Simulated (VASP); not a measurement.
The system is SnSe.

```
Sn Se
1.0
     0.00000    3.06903    3.06903
     3.06903    0.00000    3.06903
     3.06903    3.06903    0.00000
Sn Se
1 1
Direct
  0.00000 0.00000 0.00000
  0.50000 0.50000 0.50000
```

Base run:

| Property | Result |
| --- | --- |
| Program | VASP 6.6.1 |
| Functional | BLYP |
| Dispersion | D3(BJ) |
| Potentials or basis | VASP PAW PBE potentials, release 64 (Sn_d, Se) |
| Cutoff | 520 eV |
| k mesh | 8 × 8 × 8 |
| Occupations | fermi-dirac, width 0.05 eV |
| Spin | no spin polarisation |

Its results: band gap on the k mesh 0.17 eV, direct; pressure -2.2 GPa.

The run is repeated on the same cell with these changes: functional from BLYP to PBEsol; dispersion from D3(BJ) to none. What comes out?

Band gap on the k mesh 0.41 eV, direct; pressure -4.4 GPa.

Several settings changed at once, so the effect can't be laid on one alone.

Caveats: the PAW data sets were made with another functional, which shifts forces and pressure a little; spin-orbit coupling is left out, which moves the levels of the heavy elements.

A k mesh can miss the band edges.
